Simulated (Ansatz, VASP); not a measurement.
BaTe in VASP and in Ansatz

Contents of INCAR:

```
  ALGO = Normal
  EDIFF = 1E-7
  EDIFFG = -0.005
  ENCUT = 600
  GGA = PE
  IBRION = 2
  ISIF = 3
  ISMEAR = -1
  LASPH = True
  LCHARG = False
  LREAL = False
  LWAVE = False
  NELM = 60
  NSW = 100
  PREC = Accurate
  SIGMA = 0.05
```

File KPOINTS:

```
k-points
0
Gamma
  9 9 9
```

Contents of POSCAR:

```
BaTe
1.0
    3.9292820214      0.0000000000      0.0000000000
    0.0000000000      3.9292820214      0.0000000000
    0.0000000000      0.0000000000      3.9292820214
Ba Te
1 1
Direct
    0.0000000000      0.0000000000      0.0000000000
    0.5000000000      0.5000000000      0.5000000000
```

Input for Ansatz:

```yaml
crystal:
  lattice:
    - [3.9292820214, 0.0, 0.0]
    - [0.0, 3.9292820214, 0.0]
    - [0.0, 0.0, 3.9292820214]
  atoms:
    - { symbol: Ba, position: [0.0, 0.0, 0.0] }
    - { symbol: Te, position: [0.5, 0.5, 0.5] }
kpoints:
  mp_grid: { grid: [9, 9, 9] }
scf:
  occupations: { method: fermi_dirac, width: 0.05 }
hamiltonian:
  xc: pbe
  pseudopotentials: { kind: paw }
output:
  forces: true
  stress: true
relax:
  f_tol: 0.005
  max_steps: 80
  cell: {}
```

Alike in both runs: task relaxation of cell and atoms; functional PBE; k mesh 9 × 9 × 9; occupations fermi-dirac, width 0.05 eV; no spin polarisation.

|  | VASP | Ansatz |
| --- | --- | --- |
| version | VASP 6.6.1 | Ansatz 0.2.0 |
| potentials or method | VASP PAW PBE potentials, release 64 (Ba_sv, Te) | PAW with Ansatz's default frozen-core files, scalar-relativistic |
| plane-wave cutoff (eV) | 600 | 420 |
| valence electrons in the cell | 16 | 26 |

Ansatz gave:

```
relaxed volume (Å³/atom)                                     : 38.18
relaxed cell length with the largest relative difference (Å) : 4.242
```

What did VASP give for the same quantities?

Relaxed volume (Å³/atom): 38.76; relaxed cell length with the largest relative difference (Å): 4.264.

VASP's potentials hold 16 valence electrons a cell and Ansatz's 26, so a difference there can come from the potentials and not from the codes.

Neither program's run includes spin-orbit coupling. Noted on VASP's run: the volume moved by over 15 % at a fixed basis, so the end points are rough.
